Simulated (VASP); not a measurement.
Write the native input for VASP 6.6.1 that does the following.

```
Task                   : single point
Functional             : PBEsol
Potentials or basis    : VASP PAW PBE potentials, release 64 (Al, N)
Cutoff                 : 520 eV
k mesh                 : 9 × 9 × 6
Occupations            : gaussian, width 0.05 eV
Spin                   : no spin polarisation
Dipole correction      : no
Further INCAR settings : ALGO = Normal; EDIFF = 1e-07; NBANDS = 16
```

The structure of AlN lies in POSCAR:

```
AlN
1.0
    3.3808000000      0.0000000000      0.0000000000
   -1.6904000000      2.9278586851      0.0000000000
    0.0000000000      0.0000000000      4.3483000000
Al N
2 2
Direct
    0.3333333333      0.6666666667      0.7500000000
    0.6666666667      0.3333333333      0.2500000000
    0.3333333333      0.6666666667      0.2500000000
    0.6666666667      0.3333333333      0.7500000000
```

The input as run:

INCAR

```
PREC = Accurate
ENCUT = 520
EDIFF = 1E-7
ISMEAR = 0
SIGMA = 0.05
LREAL = False
LASPH = True
NELM = 80
ALGO = Normal
ISIF = 2
LWAVE = False
LCHARG = False
GGA = PS
NBANDS = 16
```

KPOINTS

```
Automatic mesh
0
Gamma
  9 9 6
```

Potentials or basis: VASP PAW PBE potentials, release 64 (Al, N).

Launch:

```console
$ cat potpaw_PBE.64/Al/POTCAR potpaw_PBE.64/N/POTCAR > POTCAR
$ mpirun -np 1 vasp_std > vasp.out
```

Results of the run:

| Quantity | Value |
| --- | --- |
| Pressure | -16.6 GPa |
| Band gap on the k mesh | 2.55 eV, direct |

Caveat: the PAW data sets were made with another functional, which shifts forces and pressure a little.

Run time: 32 s on 1 thread of Intel Xeon 6975P-C, with other jobs on the host, peak memory 0.17 GiB.
